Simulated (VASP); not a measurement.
Li3Be2NbP4, 10 atoms in the cell. It takes space group P-4m2 (No. 115, tetragonal). The conventional cell has a = 3.669 Å, b = 3.669 Å, c = 10.982 Å, α = 90.00°, β = 90.00°, γ = 90.00°. Within 3.3 Å of Li (site symmetry -4m2) lie 4 P at 2.49 Å and 4 Li at 2.59 Å and 4 Be at 2.66 Å. Li (site symmetry -4m2) has 4 P at 2.41 Å and 4 Nb at 2.59 Å within 3.2 Å. Within 3.3 Å of Li (site symmetry -4m2) lie 4 P at 2.49 Å and 4 Li at 2.59 Å and 4 Be at 2.66 Å. Be (site symmetry 2mm) has 8 P at 2.61 to 3.27 Å and 4 Li at 2.66 Å within 3.4 Å. Nb (site symmetry -4m2) has 4 P at 2.41 Å and 4 Li at 2.59 Å within 3.2 Å. Within 3.0 Å of P (site symmetry 2mm) lie 1 P at 2.24 Å and 2 Li at 2.41 Å and 2 Nb at 2.41 Å. P (site symmetry 2mm) has 1 P at 2.24 Å and 4 Li at 2.49 Å and 4 Be at 2.61 Å within 3.0 Å. The cell was generated, and may not be a known phase.

- Program: VASP 6.6.1
- Task: single point
- Functional: PBE
- Potentials or basis: VASP PAW PBE potentials, release 64 (Li_sv, Be, Nb_sv, P)
- Cutoff: 520 eV
- k mesh: 6 × 6 × 2
- Occupations: gaussian, width 0.1 eV
- Spin: collinear spin
- Starting moments: [0.0, 0.0, 0.0, 0.0, 0.0, 1.0, 0.0, 0.0, 0.0, 0.0] μB
- Dipole correction: no
- Further INCAR settings: ALGO = Normal; EDIFF = 1e-07; NBANDS = 38

Potentials or basis: VASP PAW PBE potentials, release 64 (Li_sv, Be, Nb_sv, P).

Launch:

```bash
$ cat potpaw_PBE.64/Li_sv/POTCAR potpaw_PBE.64/Be/POTCAR potpaw_PBE.64/Nb_sv/POTCAR potpaw_PBE.64/P/POTCAR > POTCAR
$ mpirun -np 1 vasp_std > vasp.out
```

Hardware: 1 thread of Intel(R) Xeon(R) Platinum 8488C (Sapphire Rapids), with other jobs on the host.

Question: How long does it take, and how much memory?

Answer: Run time: 3.6 min on 1 thread of Intel(R) Xeon(R) Platinum 8488C (Sapphire Rapids), with other jobs on the host, peak memory 0.39 GiB. Counts: scf iterations 18, k points 20.
